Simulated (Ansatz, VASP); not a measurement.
Ni: VASP beside Ansatz

```
CELL_PARAMETERS angstrom
2.40569 0.00000 0.00000
-1.20285 2.08339 0.00000
0.00000 0.00000 2.26135
ATOMIC_POSITIONS crystal
Ni 0.00000 0.00000 0.00000
```

Alike in both runs: task relaxation of cell and atoms; functional PBE; k mesh 18 × 18 × 17; occupations fermi-dirac, width 0.1 eV; collinear spin.

```csv
,VASP,Ansatz
version,VASP 6.6.1,Ansatz 0.2.0
potentials or method,"VASP PAW PBE potentials, release 64 (Ni)","PAW with Ansatz's default frozen-core files, scalar-relativistic"
plane-wave cutoff (eV),600,420
valence electrons in the cell,10,18
```

|  | VASP | Ansatz | Ansatz less VASP |
| --- | --- | --- | --- |
| net moment per atom (μB) | 0.47 | 0.51 | +0.031 |
| size of the moment on the site where the two differ most (μB) | 0.48 | 0.53 | +0.048 |
| relaxed volume (Å³/atom) | 11.83 | 11.86 | +0.022 |
| relaxed cell length with the largest relative difference (Å) | 2.348 | 2.352 | +0.0033 |

Site moments also hang on the region over which each program counts them. VASP's potentials hold 10 valence electrons a cell and Ansatz's 18, so a difference there can come from the potentials and not from the codes.
